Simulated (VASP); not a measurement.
Here is a VASP 6.6.1 calculation.

INCAR

```
ALGO     = Fast           # electronic algorithm
EDIFF    = 1E-7           # SCF threshold, eV
ENCUT    = 520            # plane-wave cutoff, eV
GGA      = CA             # functional
ISIF     = 2              # what is computed and relaxed
ISMEAR   = -1             # smearing method
LASPH    = T              # aspherical terms in the spheres
LCHARG   = F              # write CHGCAR
LREAL    = F              # projectors in reciprocal space
LWAVE    = F              # write WAVECAR
NBANDS   = 38             # bands
NELM     = 100            # most SCF steps
PREC     = Accurate       # precision mode
SIGMA    = 0.02           # smearing width, eV
```

Contents of KPOINTS:

```
k-points
0
Gamma
  10 10 10
```

Contents of POSCAR:

```
ScAl
1.0
   -3.3703489700      3.3703489700      3.3703489700
    3.3703489700     -3.3703489700      3.3703489700
    3.3703489700      3.3703489700     -3.3703489700
Sc Al
4 4
Direct
    0.5000000000      0.5000000000      0.5000000000
    0.0000000000      0.0000000000      0.5000000000
    0.0000000000      0.5000000000      0.0000000000
    0.5000000000      0.0000000000      0.0000000000
    0.0000000000      0.0000000000      0.0000000000
    0.5000000000      0.5000000000      0.0000000000
    0.5000000000      0.0000000000      0.5000000000
    0.0000000000      0.5000000000      0.5000000000
```

Potentials or basis: VASP PAW LDA potentials, release 64 (Sc_sv, Al).

Command:

```sh
$ cat potpaw_LDA.64/Sc_sv/POTCAR potpaw_LDA.64/Al/POTCAR > POTCAR
$ mpirun -np 1 vasp_std > vasp.out
```

(1) Estimate the pressure.

(2) Predict the band gap on the k mesh.

Results:

(1) -4.2 GPa.

(2) zero (bands 28 and 29 overlap by 1.11 eV).

Caveat: the cell stands under tension.
